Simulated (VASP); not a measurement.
# MnSi3 (P4/mmm) in VASP: a series of runs, part 2 of 2

VASP 6.6.1. Earlier steps stand in the parts before.

## (3) Single point, PBE

This run uses another cell than the first one: it holds 8 atoms, not 4.

INCAR

```
  PREC = Accurate
  ENCUT = 520
  EDIFF = 1E-6
  ISMEAR = 0
  SIGMA = 0.2
  LREAL = False
  LASPH = True
  NELM = 80
  ALGO = Normal
  ISIF = 2
  LWAVE = False
  LCHARG = True
  GGA = PE
  LELF = True
  LVHAR = True
  NBANDS = 35
```

KPOINTS

```
regular mesh
0
Gamma
  8 8 2
```

POSCAR

```
MnSi3
1.0
    2.7456935739      0.0000000000      0.0000000000
    0.0000000000      2.7456935739      0.0000000000
    0.0000000000      0.0000000000     14.9229070100
Mn Si
2 6
Direct
    0.5000000000      0.5000000000      0.2500000000
    0.5000000000      0.5000000000      0.7500000000
    0.0000000000      0.0000000000      0.3404083824
    0.0000000000      0.0000000000      0.8404083824
    0.0000000000      0.0000000000      0.1595916176
    0.0000000000      0.0000000000      0.6595916176
    0.0000000000      1.0000000000      0.0000000000
    0.0000000000      1.0000000000      0.5000000000
```

Potentials or basis: VASP PAW PBE potentials, release 64 (Mn_pv, Si).

Launch:

```bash
cat potpaw_PBE.64/Mn_pv/POTCAR potpaw_PBE.64/Si/POTCAR > POTCAR
mpirun -np 1 vasp_std > vasp.out
```

OUTCAR:

```text
PREC = Accurate
   ENCUT = 520
   EDIFF = 1E-6
   ISMEAR = 0
   LREAL = False
   LASPH = True
   NELM = 80
   ISIF = 2
   GGA = PE

 ion  position               nearest neighbor table
   1  0.500  0.500  0.250-   3 2.36   5 2.36   3 2.36   5 2.36   3 2.36   5 2.36   3 2.36   5 2.36

   2  0.500  0.500  0.750-   4 2.36   6 2.36   4 2.36   6 2.36   4 2.36   6 2.36   4 2.36   6 2.36

   3  0.000  0.000  0.340-   1 2.36   1 2.36   1 2.36   1 2.36   8 2.38   5 2.70
   4  0.000  0.000  0.840-   2 2.36   2 2.36   2 2.36   2 2.36   7 2.38   6 2.70
   5  0.000  0.000  0.160-   1 2.36   1 2.36   1 2.36   1 2.36   7 2.38   3 2.70
   6  0.000  0.000  0.660-   2 2.36   2 2.36   2 2.36   2 2.36   8 2.38   4 2.70
   7  0.000  0.000  0.000-   4 2.38   5 2.38
   8  0.000  0.000  0.500-   3 2.38   6 2.38

  LATTYP: Found a simple tetragonal cell.
 ALAT       =     2.7456935739
 C/A-ratio  =     5.4350227396

  Lattice vectors:

 A1 = (   2.7456935739,   0.0000000000,   0.0000000000)
 A2 = (   0.0000000000,   2.7456935739,   0.0000000000)
 A3 = (   0.0000000000,   0.0000000000,  14.9229070100)

Analysis of symmetry for initial positions (statically):
=====================================================================
 Subroutine PRICEL returns following result:

  LATTYP: Found a simple tetragonal cell.
 ALAT       =     2.7456935739
 C/A-ratio  =     2.7175113698

  Lattice vectors:

 A1 = (   2.7456935739,   0.0000000000,   0.0000000000)
 A2 = (   0.0000000000,   2.7456935739,   0.0000000000)
 A3 = (   0.0000000000,   0.0000000000,   7.4614535050)

   2 primitive cells build up your supercell.

 Routine SETGRP: Setting up the symmetry group for a
 simple tetragonal supercell.

 Subroutine GETGRP returns: Found 16 space group operations
 (whereof 16 operations were pure point group operations)
 out of a pool of 16 trial point group operations.

The static configuration has the point symmetry D_4h.

Analysis of symmetry for dynamics (positions and initial velocities):
=====================================================================
 Subroutine PRICEL returns following result:

  LATTYP: Found a simple tetragonal cell.
 ALAT       =     2.7456935739
 C/A-ratio  =     2.7175113698

  Lattice vectors:

 A1 = (   2.7456935739,   0.0000000000,   0.0000000000)
 A2 = (   0.0000000000,   2.7456935739,   0.0000000000)
 A3 = (   0.0000000000,   0.0000000000,   7.4614535050)

   2 primitive cells build up your supercell.

 Routine SETGRP: Setting up the symmetry group for a
 simple tetragonal supercell.

 Subroutine GETGRP returns: Found 16 space group operations
 (whereof 16 operations were pure point group operations)
 out of a pool of 16 trial point group operations.

The dynamic configuration has the point symmetry D_4h.

 Subroutine INISYM returns: Found 16 space group operations
 (whereof 16 operations are pure point group operations),
 and found     2 'primitive' translations

[... 39 lines left out ...]
     0.000000000  0.045525838  0.000000000     0.000000000  0.125000000  0.000000000
     0.000000000  0.000000000  0.033505536     0.000000000  0.000000000  0.500000000

  Length of vectors
     0.045525838  0.045525838  0.033505536

  Shift w.r.t. Gamma in fractional coordinates (k-lattice)
     0.000000000  0.000000000  0.000000000

 Subroutine IBZKPT returns following result:
 ===========================================

 Found     30 irreducible k-points:

 Following reciprocal coordinates:
            Coordinates               Weight
  0.000000  0.000000  0.000000      1.000000
  0.125000  0.000000  0.000000      4.000000
  0.250000  0.000000  0.000000      4.000000
  0.375000  0.000000  0.000000      4.000000
  0.500000  0.000000  0.000000      2.000000
  0.125000  0.125000  0.000000      4.000000
[... 16 lines left out ...]
  0.375000  0.125000  0.500000      8.000000
  0.500000  0.125000  0.500000      4.000000
 [... further k-points ...]
   k-points           NKPTS =     30   k-points in BZ     NKDIM =     30   number of bands    NBANDS=     35
   number of dos      NEDOS =    301   number of ions     NIONS =      8
   total plane-waves  NPLWV =  44800
   dimension x,y,z NGX =    20 NGY =   20 NGZ =  112
   dimension x,y,z NGXF=    40 NGYF=   40 NGZF=  224
   ions per type =               2   6
   NGX,Y,Z   is equivalent  to a cutoff of  12.11, 12.11, 12.48 a.u.
   NGXF,Y,Z  is equivalent  to a cutoff of  24.22, 24.22, 24.95 a.u.
 SYSTEM =  unknown system
   PREC   = accura    normal or accurate (medium, high low for compatibility)
   ISTART =      0    job   : 0-new  1-cont  2-samecut
   ICHARG =      2    charge: 1-file 2-atom 10-const
   ISPIN  =      1    spin polarized calculation?
   LNONCOLLINEAR =      F non collinear calculations
   LSORBIT =      F    spin-orbit coupling
   LASPH  =      T    aspherical Exc in radial PAW
   ENCUT  =  520.0 eV  38.22 Ry    6.18 a.u.   5.11  5.11 27.75*2*pi/ulx,y,z
   NELM   =     80;   NELMIN=  2; NELMDL= -5     # of ELM steps
   EDIFF  = 0.1E-05   stopping-criterion for ELM
   LREAL  =      F    real-space projection
   EDIFFG = 0.1E-04   stopping-criterion for IOM
   NSW    =      0    number of steps for IOM
   IBRION =     -1    ionic relax: 0-MD 1-quasi-New 2-CG
   NFREE  =      0    steps in history (QN), initial steepest desc. (CG)
   ISIF   =      2    stress and relaxation
   ISYM   =      2    0-nonsym 1-usesym 2-fastsym
   POTIM  = 0.5000    time-step for ionic-motion
   TEBEG  =    0.0;   TEEND  =   0.0 temperature during run
   PSTRESS=    0.0 pullay stress
   NELECT =      50.0000    total number of electrons
   NUPDOWN=      -1.0000    fix difference up-down
   EMIN   =  10.00;   EMAX   =-10.00  energy-range for DOS
   EFERMI =   0.00;   METHOD = LEGACY
   ISMEAR =     0;   SIGMA  =   0.20  broadening in eV -4-tet -1-fermi 0-gaus
   EFERMI_NEDOS =   21; number of points for ismear=-14 and -15
   IALGO  =     38    algorithm
   IMIX   =      4    mixing-type and parameters
     AMIX     =   0.40;   BMIX     =  1.00
     AMIX_MAG =   1.60;   BMIX_MAG =  1.00
  volume/ion in A,a.u.               =      14.06        94.90
  Fermi-wavevector in a.u.,A,eV,Ry     =   1.249335  2.360901 21.236496  1.560838
  Thomas-Fermi vector in A             =   2.383381
   LORBIT       =      0    0 simple, 1 ext, 2 COOP (PROOUT), +10 PAW based schemes
   GGA     = PE    functional components
   LHFCALC =     F    Hartree Fock is set to
   AEXX    =    0.0000 exact exchange contribution
   IVDW    =     0    specifies the selected vdW correction
   LEPSILON=     F    determine dielectric tensor
   LRPA    =     F    only Hartree local field effects (RPA)
 non-spin polarized calculation
 Gauss-broadening in eV      SIGMA  =   0.20
  energy-cutoff  :      520.00
  volume of cell :      112.50
 maximum number of plane-waves:      3060
   NGX = 11   NGY = 11   NGZ = 55

 number of electron      50.0000002 magnetization

 Free energy of the ion-electron system (eV)
  ---------------------------------------------------
  ext. energy  EPLUGINS =         0.00000000
  ---------------------------------------------------
  free energy    TOTEN  =       -51.46152529 eV

  energy without entropy =      -51.36809389  energy(sigma->0) =      -51.41480959

 E-fermi :   9.2606     XC(G=0): -11.3868

 val. band max:        9.2526991878   @ k =   0.5000   0.2500   0.0000
 cond. band min:       9.2741665067   @ k =   0.1250   0.0000   0.0000
 fundamental gap:      0.0214673189
 Fermi energy:         9.2606326335

 k-point     1 :       0.0000    0.0000    0.0000
  band No.  band energies     occupation
      1     -38.2442      2.00000
      2     -38.2442      2.00000
      3     -38.2442      2.00000
      4     -38.2442      2.00000
      5     -38.1480      2.00000
      6     -38.1480      2.00000
[... 901 lines left out ...]
     34      13.9598      0.00000
     35      14.4294      0.00000

 [... further k-points ...]
[... 5 lines left out ...]
  --------------------------------------------------------------------------------------
  -------------------------------------------------------------------------------------
  Total        0.0321117      0.0321117     -0.0342961      0.0000000     -0.0000000     -0.0000000
  in kB        0.4573164      0.4573164     -0.4884247      0.0000000     -0.0000000     -0.0000000
  external PRESSURE =       0.1420694 kB  Pullay stress =       0.0000000 kB

 VOLUME and BASIS-vectors are now :
 -----------------------------------------------------------------------------
  energy-cutoff  :      520.00
  volume of cell :      112.50
      direct lattice vectors                 reciprocal lattice vectors
     2.745693574  0.000000000  0.000000000     0.364206702  0.000000000  0.000000000
     0.000000000  2.745693574  0.000000000     0.000000000  0.364206702  0.000000000
     0.000000000  0.000000000 14.922907010     0.000000000  0.000000000  0.067011072

 POSITION                                       TOTAL-FORCE (eV/Angst)
 -----------------------------------------------------------------------------------
      1.37285      1.37285      3.73073        -0.000000      0.000000      0.000000
      1.37285      1.37285     11.19218        -0.000000      0.000000      0.000000
      0.00000      0.00000      5.07988        -0.000000     -0.000000      0.139327
      0.00000      0.00000     12.54134         0.000000     -0.000000      0.139327
      0.00000      0.00000      2.38157         0.000000     -0.000000     -0.139327
      0.00000      0.00000      9.84302         0.000000     -0.000000     -0.139327
      0.00000      0.00000      0.00000         0.000000     -0.000000      0.000000
      0.00000      0.00000      7.46145        -0.000000     -0.000000      0.000000
 -----------------------------------------------------------------------------------
    total drift:                               -0.000000     -0.000000      0.000000

  FREE ENERGIE OF THE ION-ELECTRON SYSTEM (eV)
  ---------------------------------------------------
  free  energy   TOTEN  =       -51.4615252887 eV

  energy  without entropy=      -51.3680938879  energy(sigma->0) =      -51.41480959
```

Run time: 67 s. Hardware: 1 thread of AMD EPYC 9R45 (Zen 5), shared host; peak memory 0.22 GiB.

Results:

```
Free energy            : -51.4615 eV
Pressure               : 0.0 GPa
Largest force          : 0.139 eV/Å
Band gap on the k mesh : zero (band 25 reaches 10.74 eV, above the bottom of band 26 at 8.13 eV)
```

Forces on the atoms (eV/Å):
```
Mn   0.000  0.000  0.000
Mn   0.000  0.000  0.000
Si   0.000  0.000  0.139
Si   0.000  0.000  0.139
Si   0.000  0.000 -0.139
Si   0.000  0.000 -0.139
Si   0.000  0.000  0.000
Si   0.000  0.000  0.000
```

Spin polarisation is off, so any magnetic state and its effect on volume and gap are missing.

## (4) Single point, PBE (volume scaled by 0.88, then relaxed in part)

INCAR

```
ALGO = Normal
EDIFF = 1E-6
ENCUT = 520
GGA = PE
ISIF = 2
ISMEAR = 0
LASPH = T
LCHARG = F
LREAL = F
LWAVE = F
NBANDS = 20
NELM = 80
PREC = Accurate
SIGMA = 0.1
```

KPOINTS

```
k-points
0
Gamma
  14 14 6
```

POSCAR

```
MnSi3
1.0
    2.6094909061      0.0000000000      0.0000000000
    0.0000000000      2.6094909061      0.0000000000
    0.0000000000      0.0000000000      7.2694017031
Mn Si
1 3
Direct
    0.5000000000      0.5000000000      0.5000000000
    0.0000000000      0.0000000000      0.6869178877
    0.0000000000      0.0000000000      0.3130821123
    0.0000000000      0.0000000000      0.0000000000
```

Launch:

```bash
cat potpaw_PBE.64/Mn_pv/POTCAR potpaw_PBE.64/Si/POTCAR > POTCAR
mpirun -np 1 vasp_std > vasp.out
```

Run time: 70 s. Hardware: 1 thread of AMD EPYC 9R45 (Zen 5), shared host; peak memory 0.21 GiB.

It converged, with:

```
Free energy   : -25.2715 eV
Pressure      : 23.5 GPa
Largest force : 0.015 eV/Å
```

Forces in eV/Å, atoms in the order of the input:
```
Mn   0.000  0.000  0.000
Si   0.000  0.000  0.015
Si   0.000  0.000 -0.015
Si   0.000  0.000  0.000
```

Stress tensor (GPa, compression positive):
```
23.57  0.00  0.00
 0.00 23.57  0.00
 0.00  0.00 23.41
```

Levels at points of the mesh, in eV from the Fermi level:
| k point | band 10 | band 11 | band 12 | band 13 | band 14 | band 15 | band 16 | band 17 |
| --- | --- | --- | --- | --- | --- | --- | --- | --- |
| (0.00, 0.00, 0.00) | -0.61 | -0.61 | 0.66 | 0.99 | 5.60 | 5.60 | 7.08 | 7.38 |
| (0.50, 0.00, 0.00) | -3.14 | -1.82 | -1.25 | -0.04 | 1.07 | 2.13 | 3.85 | 4.83 |
| (0.50, 0.50, 0.00) | -3.05 | -1.55 | -1.21 | -1.21 | 1.82 | 1.84 | 1.84 | 2.40 |
| (0.00, 0.00, 0.50) | -0.61 | -0.61 | 0.66 | 1.83 | 5.63 | 6.10 | 6.10 | 6.50 |
| (0.50, 0.00, 0.50) | -2.86 | -2.47 | -1.25 | -0.04 | 1.35 | 1.44 | 3.23 | 5.62 |
| (0.50, 0.50, 0.50) | -2.18 | -1.98 | -1.98 | -1.45 | 1.19 | 1.82 | 2.14 | 3.88 |

Caveat: the cell differs from its parent crystal (volume scaled by 0.88, then relaxed in part). Spin polarisation is off, so any magnetic state and its effect on volume and gap are missing.

## (5) Single point, PBE

This run uses another cell than the first one, of 14.06 Å³/atom, 1.005 times its volume.

INCAR

```
SYSTEM = MnSi3
ALGO = Normal ; EDIFF = 1E-6
ENCUT = 520 ; GGA = PE
ISIF = 2 ; ISMEAR = 0
LASPH = .TRUE. ; LCHARG = .FALSE.
LREAL = .FALSE. ; LWAVE = .FALSE.
NBANDS = 20 ; NELM = 100
PREC = Accurate ; SIGMA = 0.1
```

KPOINTS

```
k-points
0
G
  14 14 6
  0 0 0
```

POSCAR

```
MnSi3
1.0
    2.7456073407      0.0000000000      0.0000000000
    0.0000000000      2.7456073407      0.0000000000
    0.0000000000      0.0000000000      7.4611492448
Mn Si
1 3
Direct
    0.5000000000      0.5000000000      0.5000000000
    0.0000000000      0.0000000000      0.6808013084
    0.0000000000      0.0000000000      0.3191986916
    0.0000000000      0.0000000000      0.0000000000
```

Launch:

```bash
cat potpaw_PBE.64/Mn_pv/POTCAR potpaw_PBE.64/Si/POTCAR > POTCAR
mpirun -np 1 vasp_std > vasp.out
```

Run time: 92 s. Hardware: 1 thread of AMD EPYC 9R45 (Zen 5), shared host; peak memory 0.23 GiB.

The run converged. Its results:

```
Free energy   : -25.7157 eV
Pressure      : -0.1 GPa
Largest force : 0.006 eV/Å
```

Forces on the atoms (eV/Å):
```
Mn   0.000  0.000  0.000
Si   0.000  0.000  0.006
Si   0.000  0.000 -0.006
Si   0.000  0.000  0.000
```

Levels at points of the mesh, in eV from the Fermi level:
```
           k point  band 10  band 11  band 12  band 13  band 14  band 15  band 16  band 17
(0.00, 0.00, 0.00)    -0.65    -0.65     0.36     1.06     4.58     4.58     7.01     7.11
(0.50, 0.00, 0.00)    -2.64    -1.45    -1.34    -0.13     0.74     1.67     4.19     4.28
(0.50, 0.50, 0.00)    -3.42    -1.17    -1.15    -1.15     1.37     2.05     2.05     2.69
(0.00, 0.00, 0.50)    -0.66    -0.66     0.36     2.10     4.93     4.93     5.22     5.86
(0.50, 0.00, 0.50)    -2.39    -2.02    -1.34    -0.13     1.14     1.35     3.02     5.35
(0.50, 0.50, 0.50)    -2.29    -1.63    -1.63    -1.09     0.94     1.37     1.72     3.80
```

## (6) Single point, PBE, collinear spin, ferromagnetic start

INCAR

```
ALGO = Normal
EDIFF = 1E-6
ENCUT = 600
GGA = PE
GGA_COMPAT = False
ISIF = 2
ISMEAR = 0
ISPIN = 2
LASPH = True
LCHARG = False
LMAXMIX = 4
LORBIT = 11
LREAL = False
LWAVE = False
MAGMOM = 4 0 0 0
NBANDS = 26
NELM = 200
PREC = Accurate
SIGMA = 0.2
```

KPOINTS

```
k-points
0
Gamma
  7 7 3
```

POSCAR

```
MnSi3
1.0
    2.7419608544      0.0000000000      0.0000000000
    0.0000000000      2.7419608544      0.0000000000
    0.0000000000      0.0000000000      7.4470152116
Mn Si
1 3
Direct
    0.5000000000      0.5000000000      0.5000000000
    0.0000000000      0.0000000000      0.6822879827
    0.0000000000      0.0000000000      0.3177120173
    0.0000000000      0.0000000000      0.0000000000
```

Potentials or basis: VASP PAW PBE potentials, release 64 (Mn_sv, Si).

Launch:

```bash
cat potpaw_PBE.64/Mn_sv/POTCAR potpaw_PBE.64/Si/POTCAR > POTCAR
mpirun -np 1 vasp_std > vasp.out
```

Run time: 1.9 min. Hardware: 1 thread of AMD EPYC 7R43 (Zen 3), shared host; peak memory 0.2 GiB.

It converged, with:

| Quantity | Value |
| --- | --- |
| Free energy | -25.8390 eV |
| Pressure | -0.6 GPa |
| Largest force | 0.037 eV/Å |
| Net moment | 0.28 μB per cell |
| Site moments | Mn +0.26; Si -0.01, -0.00 μB |
| Valence electrons inside the program's atomic spheres | Mn 13.21; Si 1.62, 1.60 |

Forces on the atoms (eV/Å):
```
Mn   0.000  0.000  0.000
Si   0.000  0.000  0.037
Si   0.000  0.000 -0.037
Si   0.000  0.000  0.000
```

Stress tensor (GPa, compression positive):
```
-0.67  0.00  0.00
 0.00 -0.67  0.00
 0.00  0.00 -0.36
```

Levels at points of the mesh, in eV from the Fermi level:
Spin up:
```tsv
k point	band 11	band 12	band 13	band 14	band 15	band 16	band 17	band 18
(0.00, 0.00, 0.00)	-0.83	-0.83	0.23	1.02	4.61	4.61	7.06	7.22
```
Spin down:
```tsv
k point	band 10	band 11	band 12	band 13	band 14	band 15	band 16	band 17
(0.00, 0.00, 0.00)	-2.71	-0.53	-0.53	0.50	1.12	4.63	4.63	7.06
```

Caveat: the moment fell far below its start of 4 μB, so a state of higher moment may lie lower in energy.

## (7) Overview

```csv
potentials or basis,spin,cell,k mesh,cutoff (eV),smearing,second run,gap on the mesh (eV),pressure (GPa),moment (μB),largest force (eV/Å)
"VASP PAW PBE potentials, release 64 (Mn_pv, Si)","collinear, ferromagnetic start","a = 2.742, b = 2.742, c = 7.447 Å, 4 atoms",7 × 7 × 3,520,gaussian 0.2 eV,-,none,0.1,0.27,0.05
"VASP PAW PBE potentials, release 64 (Mn_pv, Si)",off,"a = 2.746, b = 2.746, c = 14.923 Å, 8 atoms",8 × 8 × 2,520,gaussian 0.2 eV,-,none,0.0,-,0.14
"VASP PAW PBE potentials, release 64 (Mn_pv, Si)",off,"a = 2.609, b = 2.609, c = 7.269 Å, 4 atoms",14 × 14 × 6,520,gaussian 0.1 eV,-,none,23.5,-,0.01
"VASP PAW PBE potentials, release 64 (Mn_pv, Si)",off,"a = 2.746, b = 2.746, c = 7.461 Å, 4 atoms",14 × 14 × 6,520,gaussian 0.1 eV,-,none,-0.1,-,0.01
"VASP PAW PBE potentials, release 64 (Mn_sv, Si)","collinear, ferromagnetic start","a = 2.742, b = 2.742, c = 7.447 Å, 4 atoms",7 × 7 × 3,600,gaussian 0.2 eV,valence_matched,none,-0.6,0.28,0.04
```

Alike in all rows: task single point; level PBE.

Caveats: the moment fell far below its start of 4 μB, so a state of higher moment may lie lower in energy (some runs).

Absolute energies hang on the potentials; compare differences alone.
